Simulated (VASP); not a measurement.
Set up this calculation in VASP 6.6.1, as the native input.

```yaml
Task: single point
Functional: PBE
Potentials_or_basis: VASP PAW PBE potentials, release 64 (Cd, S)
Cutoff: 520 eV
k_mesh: 10 × 10 × 10
Occupations: gaussian, width 0.05 eV
Spin: no spin polarisation
Dipole_correction: no
Further_INCAR_settings: ALGO = Normal; EDIFF = 1e-06; NBANDS = 16
```

The structure of CdS lies in POSCAR:

```
CdS
1.0
    0.0000000000      3.0023499975      3.0023499975
    3.0023499975      0.0000000000      3.0023499975
    3.0023499975      3.0023499975      0.0000000000
Cd S
1 1
Direct
    0.0000000000      0.0000000000      0.0000000000
    0.7500000000      0.7500000000      0.7500000000
```

This cell differs from its parent crystal: volume scaled by 1.040.

The input as run:

INCAR

```
SYSTEM = CdS
PREC     = Accurate       ! precision mode
ENCUT    = 520            ! plane-wave cutoff, eV
EDIFF    = 1E-6           ! SCF threshold, eV
ISMEAR   = 0              ! smearing method
SIGMA    = 0.05           ! smearing width, eV
LREAL    = .False.        ! projectors in reciprocal space
LASPH    = .True.         ! aspherical terms in the spheres
NELM     = 60             ! most SCF steps
ALGO     = Normal         ! electronic algorithm
ISIF     = 2              ! what is computed and relaxed
LWAVE    = .False.        ! write WAVECAR
LCHARG   = .False.        ! write CHGCAR
GGA      = PE             ! functional
NBANDS   = 16             ! bands
```

KPOINTS

```
regular mesh
0
Gamma
  10 10 10
  0 0 0
```

Potentials or basis: VASP PAW PBE potentials, release 64 (Cd, S).

Launch:

```sh
$ cat potpaw_PBE.64/Cd/POTCAR potpaw_PBE.64/S/POTCAR > POTCAR
$ mpirun -np 1 vasp_std > vasp.out
```

It gave:

* Pressure: -1.7 GPa
* Band gap on the k mesh: 0.95 eV, direct

Wall time 15 s on 1 thread of Intel(R) Xeon(R) Platinum 8559C (Emerald Rapids) (shared host), peak memory 0.19 GiB.
